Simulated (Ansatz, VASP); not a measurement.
## Two plane-wave programs on Ga2SnO3

File INCAR:

```
PREC = Accurate
ENCUT = 520
EDIFF = 1E-7
ISMEAR = 0
SIGMA = 0.1
LREAL = False
LASPH = True
NELM = 80
ALGO = Normal
ISIF = 2
LWAVE = False
LCHARG = False
GGA = PE
NBANDS = 38
```

KPOINTS

```
regular mesh
0
Gamma
  6 6 2
```

The input POSCAR:

```
Ga2SnO3
1.0
    3.1751069600      0.0000000000      0.0000000000
    0.0000000000      3.1751069600      0.0000000000
    0.0000000000      0.0000000000     11.0838796600
Ga Sn O
2 1 3
Direct
    0.0000000000      0.0000000000      0.0241090300
    0.5000000000      0.5000000000      0.4912769800
    0.5000000000      0.5000000000      0.1515834800
    0.0000000000      0.0000000000      0.6514509300
    0.0000000000      0.0000000000      0.3293667700
    0.5000000000      0.5000000000      0.8522117700
```

Input for Ansatz:

```yaml
crystal:
  lattice:
    - [3.17510696, 0.0, 0.0]
    - [0.0, 3.17510696, 0.0]
    - [0.0, 0.0, 11.08387966]
  atoms:
    - { symbol: Ga, position: [0.0, 0.0, 0.02410903] }
    - { symbol: Ga, position: [0.5, 0.5, 0.49127698] }
    - { symbol: Sn, position: [0.5, 0.5, 0.15158348] }
    - { symbol: O, position: [0.0, 0.0, 0.65145093] }
    - { symbol: O, position: [0.0, 0.0, 0.32936677] }
    - { symbol: O, position: [0.5, 0.5, 0.85221177] }
basis:
  ecutwfc: 420
kpoints:
  mp_grid: { grid: [6, 6, 2] }
hamiltonian:
  xc: pbe
scf:
  occupations: { method: gaussian, width: 0.1 }
  lower_state_search: "off"
output:
  forces: true
  stress: true
  eigenvalues: true
```

Change from the starting cell: species swapped into the Zr3TiCu2 type (P4mm, No. 99).

Alike in both runs: task single point; functional PBE; k mesh 6 × 6 × 2; occupations gaussian, width 0.1 eV; no spin polarisation.

```csv
,VASP,Ansatz
version,VASP 6.6.1,Ansatz 0.2.0
potentials or method,"VASP PAW PBE potentials, release 64 (Ga_d, Sn_d, O), cutoff 520 eV","scalar-relativistic, plane waves, PAW"
valence electrons in the cell,58,58
```

|  | VASP | Ansatz | Ansatz less VASP |
| --- | --- | --- | --- |
| gap on the k mesh at the Fermi level (eV) | none | none | - |
| pressure (GPa) | -6.7 | -6.6 | +0.03 |
| traceless stress, the component that is largest in VASP (GPa) | -12.37 | -12.38 | -0.012 |
| rms of the force components (eV/Å) | 1.669 | 1.667 | -0.0013 |

Atom by atom the forces differ by 0.004 eV/Å (rms over components). A gap of «none» marks a metal or a gap that the smearing closes.
